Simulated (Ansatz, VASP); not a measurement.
# Two plane-wave programs on P

Contents of INCAR:

```
SYSTEM = P
  PREC = Accurate
  ENCUT = 520
  EDIFF = 1E-6
  ISMEAR = 0
  SIGMA = 0.05
  LREAL = .False.
  LASPH = .True.
  NELM = 100
  ALGO = Normal
  ISIF = 2
  LWAVE = .False.
  LCHARG = .False.
  GGA = PE
  NBANDS = 18
```

KPOINTS

```
regular mesh
0
Gamma
  12 12 8
  0 0 0
```

Contents of POSCAR:

```
P
1.0
    1.7057588500     -5.2789800000      0.0000000000
    1.7057588500      5.2789800000      0.0000000000
    0.0000000000      0.0000000000      4.0650342000
P
4
Direct
    0.0893737507      0.9106262493      0.9003242195
    0.5893737507      0.4106262493      0.5996757805
    0.9106262493      0.0893737507      0.0996757805
    0.4106262493      0.5893737507      0.4003242195
```

Input for Ansatz:

```yaml
crystal:
  lattice:
    - [1.70575885, -5.27898, 0.0]
    - [1.70575885, 5.27898, 0.0]
    - [0.0, 0.0, 4.0650342]
  atoms:
    - { symbol: P, position: [0.0893737507, 0.9106262493, 0.9003242195] }
    - { symbol: P, position: [0.5893737507, 0.4106262493, 0.5996757805] }
    - { symbol: P, position: [0.9106262493, 0.0893737507, 0.0996757805] }
    - { symbol: P, position: [0.4106262493, 0.5893737507, 0.4003242195] }
basis:
  ecutwfc: 420
kpoints:
  mp_grid: { grid: [12, 12, 8] }
hamiltonian:
  xc: pbe
scf:
  occupations: { method: gaussian, width: 0.05 }
output:
  forces: true
  stress: true
  eigenvalues: true
```

Alike in both runs: task single point; functional PBE; k mesh 12 × 12 × 8; occupations gaussian, width 0.05 eV; no spin polarisation.

```csv
,VASP,Ansatz
version,VASP 6.6.1,Ansatz 0.2.0
potentials or method,"VASP PAW PBE potentials, release 64 (P), cutoff 520 eV","scalar-relativistic, plane waves, PAW"
valence electrons in the cell,20,20
```

```csv
,VASP,Ansatz,Ansatz less VASP
pressure (GPa),17.4,17.9,+0.53
"traceless stress, the component that is largest in VASP (GPa)",-5.87,-5.65,+0.212
rms of the force components (eV/Å),1.708,1.743,+0.0346
```

Atom by atom the forces differ by 0.037 eV/Å (rms over components). The functional is the same, so the differences come from potentials, cutoffs and numerics.
